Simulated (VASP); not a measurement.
# B2O (P-3m1) in VASP: settings compared

The runs below take B2O through single point, with PBE+D3(BJ), PBEsol.

All numbers are computed with VASP 6.6.1; they aren't measurements. Logs are shortened: lines on timing, memory, paths and dates and some standing lists are left out, and cuts for length are marked.

### 1 The cell of the first run

Symmetry: P-3m1, No. 164, trigonal system. The conventional cell has a = 2.545 Å, b = 2.545 Å, c = 9.661 Å, α = 90.00°, β = 90.00°, γ = 120.00°. Within 2.1 Å of B (site symmetry 3m) lie 3 O at 1.57 Å and 1 B at 1.74 Å. Within 2.1 Å of B (site symmetry 3m) lie 3 B at 1.58 Å. O (site symmetry 3m) has 3 B at 1.57 Å within 2.1 Å.

### 2 Single point, PBE+D3(BJ)

The input, POSCAR:

```
B2O
1.0
    2.5453543051      0.0000000000      0.0000000000
   -1.2726771526      2.2043414899      0.0000000000
    0.0000000000      0.0000000000      9.6611509440
B O
4 2
Direct
    0.0000000000      0.0000000000      0.4097500172
    0.0000000000      0.0000000000      0.5902499828
    0.6666666667      0.3333333333      0.0294197153
    0.3333333333      0.6666666667      0.9705802847
    0.6666666667      0.3333333333      0.3523319061
    0.3333333333      0.6666666667      0.6476680939
```

The input, INCAR.step1:

```
PREC = Accurate
ENCUT = 520
EDIFF = 1E-6
ISMEAR = 0
SIGMA = 0.1
LREAL = F
LASPH = T
NELM = 80
ALGO = Normal
ISIF = 2
LWAVE = F
LCHARG = T
GGA = PE
IVDW = 12
NBANDS = 21
```

The input, KPOINTS.step1:

```
Automatic mesh
0
Gamma
  18 18 4
```

The input, INCAR.step2:

```
PREC = Accurate
ENCUT = 520
EDIFF = 1E-6
ISMEAR = -5
SIGMA = 0.1
LREAL = F
LASPH = T
NELM = 80
ALGO = Normal
ISIF = 2
LWAVE = F
LCHARG = F
GGA = PE
IVDW = 12
LORBIT = 10
NBANDS = 21
NEDOS = 2001
ICHARG = 11
```

The input, KPOINTS.step2:

```
Automatic mesh
0
Gamma
  27 27 6
```

Potentials or basis: VASP PAW PBE potentials, release 64 (B, O).

Run with:

```sh
$ cat potpaw_PBE.64/B/POTCAR potpaw_PBE.64/O/POTCAR > POTCAR
$ cp INCAR.step1 INCAR
$ cp KPOINTS.step1 KPOINTS
$ mpirun -np 1 vasp_std > vasp.out
$ cp INCAR.step2 INCAR
$ cp KPOINTS.step2 KPOINTS
$ mpirun -np 1 vasp_std > vasp.out
```

OUTCAR:

```text
PREC = Accurate
   ENCUT = 520
   EDIFF = 1E-6
   ISMEAR = -5
   LREAL = F
   LASPH = T
   NELM = 80
   ISIF = 2
   GGA = PE
   IVDW = 12
   LORBIT = 10
   ICHARG = 11
 IVDW          = 12

 ion  position               nearest neighbor table
   1  0.000  0.000  0.410-   5 1.57   5 1.57   5 1.57   2 1.74
   2  0.000  0.000  0.590-   6 1.57   6 1.57   6 1.57   1 1.74
   3  0.667  0.333  0.029-   4 1.58   4 1.58   4 1.58
   4  0.333  0.667  0.971-   3 1.58   3 1.58   3 1.58
   5  0.667  0.333  0.352-   1 1.57   1 1.57   1 1.57
   6  0.333  0.667  0.648-   2 1.57   2 1.57   2 1.57

  LATTYP: Found a hexagonal cell.
 ALAT       =     2.5453543051
 C/A-ratio  =     3.7956016279

  Lattice vectors:

 A1 = (   2.5453543051,   0.0000000000,   0.0000000000)
 A2 = (  -1.2726771526,   2.2043414899,   0.0000000000)
 A3 = (   0.0000000000,   0.0000000000,   9.6611509440)

Analysis of symmetry for initial positions (statically):
=====================================================================
 Subroutine PRICEL returns:
 Original cell was already a primitive cell.

 Routine SETGRP: Setting up the symmetry group for a
 hexagonal supercell.

 Subroutine GETGRP returns: Found 12 space group operations
 (whereof 12 operations were pure point group operations)
 out of a pool of 24 trial point group operations.

The static configuration has the point symmetry D_3d.

Analysis of symmetry for dynamics (positions and initial velocities):
=====================================================================
 Subroutine PRICEL returns:
 Original cell was already a primitive cell.

 Routine SETGRP: Setting up the symmetry group for a
 hexagonal supercell.

 Subroutine GETGRP returns: Found 12 space group operations
 (whereof 12 operations were pure point group operations)
 out of a pool of 24 trial point group operations.

The dynamic configuration has the point symmetry D_3d.

 Subroutine INISYM returns: Found 12 space group operations
 (whereof 12 operations are pure point group operations),
 and found     1 'primitive' translations

----------------------------------------------------------------------------------------

                                     Primitive cell

  volume of cell :      54.2071

  direct lattice vectors                    reciprocal lattice vectors
     2.545354305  0.000000000  0.000000000     0.392872614  0.226825110  0.000000000
    -1.272677153  2.204341490  0.000000000     0.000000000  0.453650219  0.000000000
     0.000000000  0.000000000  9.661150944     0.000000000  0.000000000  0.103507336

  length of vectors
     2.545354305  2.545354305  9.661150944     0.453650219  0.453650219  0.103507336

  position of ions in fractional coordinates (direct lattice)
     0.000000000  0.000000000  0.409750017
     0.000000000  0.000000000  0.590249983
     0.666666667  0.333333333  0.029419715
     0.333333333  0.666666667  0.970580285
     0.666666667  0.333333333  0.352331906
     0.333333333  0.666666667  0.647668094

  ion indices of the primitive-cell ions
   primitive index   ion index
                 1           1
                 2           2
                 3           3
                 4           4
                 5           5
                 6           6

----------------------------------------------------------------------------------------

 KPOINTS: Automatic mesh

Automatic generation of k-mesh.
 Grid dimensions read from file:
 generate k-points for:   27   27    6

 Generating k-lattice:

  Cartesian coordinates                     Fractional coordinates (reciprocal lattice)
     0.014550838  0.008400930  0.000000000     0.037037037  0.000000000  0.000000000
     0.000000000  0.016801860  0.000000000     0.000000000  0.037037037  0.000000000
     0.000000000  0.000000000  0.017251223     0.000000000  0.000000000  0.166666667

  Length of vectors
     0.016801860  0.016801860  0.017251223

  Shift w.r.t. Gamma in fractional coordinates (k-lattice)
     0.000000000  0.000000000  0.000000000

 TETIRR: Found   6434 inequivalent tetrahedra from    26244

 Subroutine IBZKPT returns following result:
 ===========================================

 Found    422 irreducible k-points:

 Following reciprocal coordinates:
            Coordinates               Weight
  0.000000  0.000000  0.000000      1.000000
  0.037037  0.000000  0.000000      6.000000
  0.074074  0.000000  0.000000      6.000000
  0.111111  0.000000  0.000000      6.000000
  0.148148  0.000000  0.000000      6.000000
  0.185185  0.000000  0.000000      6.000000
[... 16 lines left out ...]
  0.333333  0.037037  0.000000     12.000000
  0.370370  0.037037  0.000000     12.000000
 [... further k-points ...]
   k-points           NKPTS =    422   k-points in BZ     NKDIM =    422   number of bands    NBANDS=     21
   number of dos      NEDOS =   2001   number of ions     NIONS =      6
   total plane-waves  NPLWV =  28800
   dimension x,y,z NGX =    20 NGY =   20 NGZ =   72
   dimension x,y,z NGXF=    40 NGYF=   40 NGZF=  144
   ions per type =               4   2
   NGX,Y,Z   is equivalent  to a cutoff of  13.06, 13.06, 12.39 a.u.
   NGXF,Y,Z  is equivalent  to a cutoff of  26.13, 26.13, 24.78 a.u.
 SYSTEM =  unknown system
   PREC   = accura    normal or accurate (medium, high low for compatibility)
   ISTART =      0    job   : 0-new  1-cont  2-samecut
   ICHARG =     11    charge: 1-file 2-atom 10-const
   ISPIN  =      1    spin polarized calculation?
   LNONCOLLINEAR =      F non collinear calculations
   LSORBIT =      F    spin-orbit coupling
   LASPH  =      T    aspherical Exc in radial PAW
   ENCUT  =  520.0 eV  38.22 Ry    6.18 a.u.   4.73  4.73 17.96*2*pi/ulx,y,z
   NELM   =     80;   NELMIN=  2; NELMDL=  0     # of ELM steps
   EDIFF  = 0.1E-05   stopping-criterion for ELM
   LREAL  =      F    real-space projection
   EDIFFG = 0.1E-04   stopping-criterion for IOM
   NSW    =      0    number of steps for IOM
   IBRION =     -1    ionic relax: 0-MD 1-quasi-New 2-CG
   NFREE  =      0    steps in history (QN), initial steepest desc. (CG)
   ISIF   =      2    stress and relaxation
   ISYM   =      2    0-nonsym 1-usesym 2-fastsym
   POTIM  = 0.5000    time-step for ionic-motion
   TEBEG  =    0.0;   TEEND  =   0.0 temperature during run
   PSTRESS=    0.0 pullay stress
   NELECT =      24.0000    total number of electrons
   NUPDOWN=      -1.0000    fix difference up-down
   EMIN   =  10.00;   EMAX   =-10.00  energy-range for DOS
   EFERMI =   0.00;   METHOD = LEGACY
   ISMEAR =    -5;   SIGMA  =   0.10  broadening in eV -4-tet -1-fermi 0-gaus
   EFERMI_NEDOS =   21; number of points for ismear=-14 and -15
   IALGO  =     38    algorithm
   IMIX   =      4    mixing-type and parameters
     AMIX     =   0.40;   BMIX     =  1.00
     AMIX_MAG =   1.60;   BMIX_MAG =  1.00
  volume/ion in A,a.u.               =       9.03        60.97
  Fermi-wavevector in a.u.,A,eV,Ry     =   1.247747  2.357900 21.182542  1.556873
  Thomas-Fermi vector in A             =   2.381865
   LORBIT       =     10    0 simple, 1 ext, 2 COOP (PROOUT), +10 PAW based schemes
   GGA     = PE    functional components
   LHFCALC =     F    Hartree Fock is set to
   AEXX    =    0.0000 exact exchange contribution
   IVDW    =    12    specifies the selected vdW correction
   LEPSILON=     F    determine dielectric tensor
   LRPA    =     F    only Hartree local field effects (RPA)
 non-spin polarized calculation
 Fermi weights with tetrahedron method with Bloechl corrections
  energy-cutoff  :      520.00
  volume of cell :       54.21
 maximum number of plane-waves:      1488

 number of electron      23.9999998 magnetization

 Free energy of the ion-electron system (eV)
  ---------------------------------------------------
  ext. energy  EPLUGINS =         0.00000000
  ---------------------------------------------------
  free energy    TOTEN  =       -39.56669199 eV

  energy without entropy =      -39.56669199  energy(sigma->0) =      -39.56669199

 E-fermi :   4.4859     XC(G=0): -10.2434

 val. band max:        4.4755838661   @ k =   0.4444   0.0000   0.5000
 cond. band min:       4.4625592624   @ k =  -0.0741   0.4444   0.3333
 fundamental gap:     -0.0130246036
 Fermi energy:         4.4859075067

 k-point     1 :       0.0000    0.0000    0.0000
  band No.  band energies     occupation
      1     -19.9461      2.00000
      2     -19.4105      2.00000
      3      -8.4699      2.00000
      4      -6.7859      2.00000
      5      -2.5968      2.00000
      6      -1.4368      2.00000
[... 13 lines left out ...]
     20      12.7999      0.00000
     21      13.9588      0.00000

 k-point     2 :       0.0370    0.0000    0.0000
  band No.  band energies     occupation
      1     -19.9241      2.00000
      2     -19.3901      2.00000
      3      -8.4391      2.00000
      4      -6.7571      2.00000
      5      -2.5829      2.00000
      6      -1.5633      2.00000
[... 13 lines left out ...]
     20      12.8633      0.00000
     21      13.9857      0.00000

 k-point     3 :       0.0741    0.0000    0.0000
  band No.  band energies     occupation
      1     -19.8585      2.00000
      2     -19.3294      2.00000
      3      -8.3467      2.00000
      4      -6.6716      2.00000
      5      -2.5495      2.00000
      6      -1.9105      2.00000
[... 13 lines left out ...]
     20      13.0490      0.00000
     21      14.0552      0.00000
[... 457 lines left out ...]
 k-point    23 :       0.3333    0.0370    0.0000
  band No.  band energies     occupation
      1     -18.3054      2.00000
      2     -17.9568      2.00000
      3      -6.9955      2.00000
      4      -6.6408      2.00000
      5      -5.6927      2.00000
      6      -3.9089      2.00000
[... 13 lines left out ...]
     20      14.7695      0.00000
     21      14.9548      0.00000

 k-point    24 :       0.3704    0.0370    0.0000
  band No.  band energies     occupation
      1     -18.0694      2.00000
      2     -17.7697      2.00000
      3      -7.4730      2.00000
      4      -7.1075      2.00000
      5      -5.0916      2.00000
      6      -3.4640      2.00000
[... 13 lines left out ...]
     20      14.9918      0.00000
     21      15.1683      0.00000

 [... further k-points ...]

------------------------ aborting loop because EDIFF is reached ----------------------------------------

 Edisp (eV)   -0.79826

 E8    (eV) :    -0.2437

  FORCE on cell =-STRESS in cart. coord.  units (eV):
  Direction    XX          YY          ZZ          XY          YZ          ZX
  --------------------------------------------------------------------------------------
  -------------------------------------------------------------------------------------
  Total       0.14869     0.14869     0.03106    -0.00000    -0.00000    -0.00000
  in kB       4.39475     4.39475     0.91811    -0.00000    -0.00000    -0.00000
  external pressure =        3.24 kB  Pullay stress =        0.00 kB

 VOLUME and BASIS-vectors are now :
 -----------------------------------------------------------------------------
  energy-cutoff  :      520.00
  volume of cell :       54.21
      direct lattice vectors                 reciprocal lattice vectors
     2.545354305  0.000000000  0.000000000     0.392872614  0.226825110  0.000000000
    -1.272677153  2.204341490  0.000000000     0.000000000  0.453650219  0.000000000
     0.000000000  0.000000000  9.661150944     0.000000000  0.000000000  0.103507336

 POSITION                                       TOTAL-FORCE (eV/Angst)
 -----------------------------------------------------------------------------------
      0.00000      0.00000      3.95866        -0.000000      0.000000     -0.012573
      0.00000      0.00000      5.70249        -0.000000     -0.000000      0.012573
      1.27268      0.73478      0.28423        -0.000000      0.000000     -0.052276
     -0.00000      1.46956      9.37692        -0.000000      0.000000      0.052276
      1.27268      0.73478      3.40393         0.000000      0.000000      0.005773
     -0.00000      1.46956      6.25722         0.000000     -0.000000     -0.005773
 -----------------------------------------------------------------------------------
    total drift:                               -0.000000      0.000000     -0.000000

  FREE ENERGIE OF THE ION-ELECTRON SYSTEM (eV)
  ---------------------------------------------------
  free  energy   TOTEN  =       -40.3649473237 eV

  energy  without entropy=      -40.3649473237  energy(sigma->0) =      -40.36494732

 total charge

# of ion       s       p       d       tot
------------------------------------------
    1        0.658   1.193   0.000   1.851
    2        0.658   1.193   0.000   1.851
    3        0.810   1.248   0.000   2.057
    4        0.810   1.248   0.000   2.057
    5        1.549   3.578   0.000   5.127
    6        1.549   3.578   0.000   5.127
--------------------------------------------------
tot          6.035  12.036   0.000  18.071
```

Wall time 7.4 min (1 thread of Intel Xeon 8259CL, shared host); peak memory 0.46 GiB.

What came out:

- Valence electrons inside the program's atomic spheres: B 1.85, 2.06 (each value once); O 5.13
- Dispersion energy per atom: -0.133 eV

### 3 Single point, PBEsol

POSCAR is that of step 2.

The input, INCAR.step1:

```
PREC = Accurate ; ENCUT = 520
EDIFF = 1E-6 ; ISMEAR = 0
SIGMA = 0.1 ; LREAL = F
LASPH = T ; NELM = 80
ALGO = Normal ; ISIF = 2
LWAVE = F ; LCHARG = T
GGA = PS ; NBANDS = 21
```

The input, KPOINTS.step1:

```
regular mesh
0
Gamma
  18 18 4
```

The input, INCAR.step2:

```
PREC = Accurate ; ENCUT = 520
EDIFF = 1E-6 ; ISMEAR = -5
SIGMA = 0.1 ; LREAL = F
LASPH = T ; NELM = 80
ALGO = Normal ; ISIF = 2
LWAVE = F ; LCHARG = F
GGA = PS ; LORBIT = 10
NEDOS = 1001 ; ICHARG = 11
```

The input, KPOINTS.step2:

```
regular mesh
0
Gamma
  27 27 6
```

Potentials or basis: VASP PAW PBE potentials, release 64 (B, O).

Run with:

```sh
$ cat potpaw_PBE.64/B/POTCAR potpaw_PBE.64/O/POTCAR > POTCAR
$ cp INCAR.step1 INCAR
$ cp KPOINTS.step1 KPOINTS
$ mpirun -np 1 vasp_std > vasp.out
$ cp INCAR.step2 INCAR
$ cp KPOINTS.step2 KPOINTS
$ mpirun -np 1 vasp_std > vasp.out
```

It took 7.3 min on 1 thread of Intel Xeon 8259CL, shared host; peak memory 0.4 GiB.

Results (log left out):

```
Valence electrons inside the program's atomic spheres : B 1.85, 2.05 (each value once); O 5.11
```

Levels at points of the mesh, in eV from the Fermi level:
```tsv
k point	band 8	band 9	band 10	band 11	band 12	band 13	band 14	band 15	band 16
(0.00, 0.00, 0.00)	-5.82	-5.82	-4.51	-2.26	3.36	3.70	3.70	4.18	5.13
(0.00, 0.00, 0.50)	-5.82	-5.82	-4.95	-1.87	2.93	3.70	3.70	4.71	4.85
```

Caveat: the PAW data sets were made with another functional, which shifts forces and pressure a little; this functional lacks dispersion, which binds layers or chains, so the pressure and a relaxed spacing across them are unreliable.
